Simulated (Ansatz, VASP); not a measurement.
# Two plane-wave programs on GdAl2N3

```xyz
6
Lattice="5.3129 0.0000 0.0000 -2.6564 4.6011 0.0000 0.0000 0.0000 2.7022" Properties=species:S:1:pos:R:3 pbc="T T T"
Gd    0.0000    0.0000    0.0000
Al    2.6564    1.5337    0.0000
Al    0.0000    3.0674    0.0000
N     1.3282    2.3005    1.3511
N     2.6564    0.0000    1.3511
N    -1.3282    2.3005    1.3511
```

Change from the starting cell: species swapped into the EuAl2Ag3 type (P6/mmm, No. 191).

Alike in both runs: functional PBE; k mesh 6 × 6 × 6; occupations gaussian, width 0.1 eV; collinear spin.

Ansatz relaxed the structure, and its values are those at the end. VASP's run is a single point on that final structure, the one shown.

|  | VASP | Ansatz |
| --- | --- | --- |
| version | VASP 6.6.1 | Ansatz 0.2.0 |
| potentials or method | VASP PAW PBE potentials, release 64 (Gd, Al, N), cutoff 520 eV | scalar-relativistic, plane waves, PAW |
| valence electrons in the cell | 39 | 39 |

|  | VASP | Ansatz | Ansatz less VASP |
| --- | --- | --- | --- |
| gap on the k mesh at the Fermi level (eV) | none | none | - |
| pressure (GPa) | 0.1 | 0.2 | +0.07 |
| net moment per atom (μB) | 1.12 | 1.12 | -0.001 |
| size of the moment on the site where the two differ most (μB) | 6.68 | 6.78 | +0.109 |

Site moments also hang on the region over which each program counts them. A gap of «none» marks a metal or a gap that the smearing closes.

The k mesh is coarse, so the values compare programs but aren't converged. Spin-orbit coupling is off throughout.
